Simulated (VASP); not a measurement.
Crystal: GaGe.

```
CELL_PARAMETERS angstrom
0.00000 2.91704 2.91704
2.91704 0.00000 2.91704
2.91704 2.91704 0.00000
ATOMIC_POSITIONS crystal
Ge 0.00000 0.00000 0.00000
Ga 0.25000 0.25000 0.25000
```

This cell differs from its parent crystal: volume scaled by 1.02.

Base run:

* Program: VASP 6.6.1
* Functional: PBEsol
* Potentials or basis: VASP PAW PBE potentials, release 64 (Ge_d, Ga_d)
* Cutoff: 520 eV
* k mesh: 8 × 8 × 8
* Occupations: fermi-dirac, width 0.05 eV
* Spin: no spin polarisation

Its results: pressure -3.3 GPa.

Question: The run is repeated on the same cell with these changes: functional from PBEsol to LDA; potentials or basis from VASP PAW PBE potentials, release 64 (Ge_d, Ga_d) to VASP PAW LDA potentials, release 64 (Ge_d, Ga_d). What comes out?

Answer: Pressure -4.8 GPa.

Caveats: the PAW data sets were made with another functional, which shifts forces and pressure a little (some runs).
